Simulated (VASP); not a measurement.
**SiC: single point with PBE**

Crystal: SiC.

```xyz
4
Lattice="0.0000 -2.1898 -2.1898 0.0000 2.1898 -2.1898 4.3797 0.0000 0.0000" Properties=species:S:1:pos:R:3 pbc="T T T"
Si    2.1898    0.0000   -2.1898
Si    0.0000    0.0000    0.0000
C     1.0269   -1.0949   -3.2847
C     3.3527   -1.0949   -1.0949
```

This cell differs from its parent crystal: mode 4 frozen in at +0.000 Å and mode 12 at -0.068 Å (largest displacements).

```json
{
 "Program": "VASP 6.6.1",
 "Task": "single point",
 "Functional": "PBE",
 "Potentials or basis": "VASP PAW PBE potentials, release 64 (Si, C)",
 "Cutoff": "520 eV",
 "k mesh": "10 × 10 × 6",
 "Occupations": "gaussian, width 0.05 eV",
 "Spin": "no spin polarisation",
 "Dipole correction": "no",
 "Further INCAR settings": "ALGO = Normal; EDIFF = 1e-06; NBANDS = 16"
}
```

```
Pressure               : 0.8 GPa
Largest force          : 1.930 eV/Å
Band gap on the k mesh : 1.34 eV
```

Forces in eV/Å, atoms in the order of the input:
```
Si   0.000  0.000  0.000
Si   0.000  0.000  0.000
C    1.930  0.000  0.000
C   -1.930  0.000  0.000
```

Stress tensor (GPa, compression positive):
```
-0.26  0.00  0.00
 0.00  1.31  0.00
 0.00  0.00  1.31
```

Levels at points of the mesh, in eV from the valence-band top:
| k point | band 4 | band 5 | band 6 | band 7 | band 8 | band 9 | band 10 | band 11 | band 12 | band 13 |
| --- | --- | --- | --- | --- | --- | --- | --- | --- | --- | --- |
| (0.00, 0.00, 0.00) | -3.21 | -3.21 | -0.16 | 0.00 | 0.00 | 1.50 | 4.24 | 5.97 | 7.14 | 7.14 |
| (0.50, 0.00, 0.00) | -5.82 | -4.45 | -4.18 | -1.45 | -0.97 | 5.15 | 5.67 | 8.25 | 8.55 | 8.75 |
| (0.50, 0.50, 0.00) | -7.62 | -3.29 | -3.17 | -3.17 | -3.03 | 1.34 | 1.34 | 3.84 | 4.56 | 13.72 |
| (0.00, 0.00, 0.50) | -3.26 | -2.24 | -2.24 | -1.65 | -1.65 | 3.98 | 3.99 | 6.11 | 6.42 | 9.86 |
| (0.50, 0.00, 0.50) | -8.44 | -1.34 | -1.08 | -1.03 | -0.83 | 5.19 | 5.23 | 6.92 | 6.96 | 7.24 |
| (0.50, 0.50, 0.50) | -6.76 | -5.01 | -4.87 | -4.65 | -4.65 | 5.16 | 5.16 | 8.56 | 9.26 | 9.29 |

Run time: 110 s on 1 thread of AMD EPYC 7R13, with other jobs on the host, peak memory 0.15 GiB.

Caveat: the cell differs from its parent crystal (mode 4 frozen in at +0.000 Å and mode 12 at -0.068 Å (largest displacements)); forces of over 1 eV/Å act on the atoms, so gaps and moduli don't describe the material at rest. A k mesh can miss the band edges.
